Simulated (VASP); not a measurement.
HfSi: single point with LDA

Crystal: HfSi.

```
CELL_PARAMETERS angstrom
3.21351 0.00000 0.00000
0.00000 3.21351 0.00000
0.00000 0.00000 3.21351
ATOMIC_POSITIONS crystal
Hf 0.00000 0.00000 0.00000
Si 0.50000 0.50000 0.50000
```

* Program: VASP 6.6.1
* Task: single point
* Functional: LDA
* Potentials or basis: VASP PAW LDA potentials, release 64 (Hf_pv, Si)
* Cutoff: 500 eV
* k mesh: 6 × 6 × 6
* Occupations: gaussian, width 0.05 eV
* Spin: no spin polarisation
* Dipole correction: no
* Further INCAR settings: ALGO = Normal; EDIFF = 1e-06; NBANDS = 14

| Item | Value |
| --- | --- |
| Pressure | 1.3 GPa |
| Band gap on the k mesh | zero (band 7 reaches 9.78 eV, above the bottom of band 8 at 7.11 eV) |

Levels at points of the mesh, in eV from the Fermi level:
| k point | band 4 | band 5 | band 6 | band 7 | band 8 | band 9 | band 10 | band 11 |
| --- | --- | --- | --- | --- | --- | --- | --- | --- |
| (0.00, 0.00, 0.00) | -11.41 | -2.03 | -2.03 | 2.14 | 2.14 | 2.14 | 3.86 | 3.86 |
| (0.50, 0.00, 0.00) | -8.05 | -6.73 | -0.65 | -0.53 | -0.53 | 4.55 | 5.27 | 5.93 |
| (0.50, 0.50, 0.00) | -7.98 | -2.94 | -2.94 | -2.24 | 1.38 | 1.38 | 4.21 | 5.36 |
| (0.50, 0.50, 0.50) | -4.83 | -4.83 | -4.83 | -4.31 | 3.72 | 3.72 | 3.72 | 6.59 |

Wall time 6.6 s on 1 thread of Intel Xeon 8259CL, on a shared host, peak memory 0.13 GiB.

Caveat: spin-orbit coupling is left out, which moves the levels of the heavy elements.
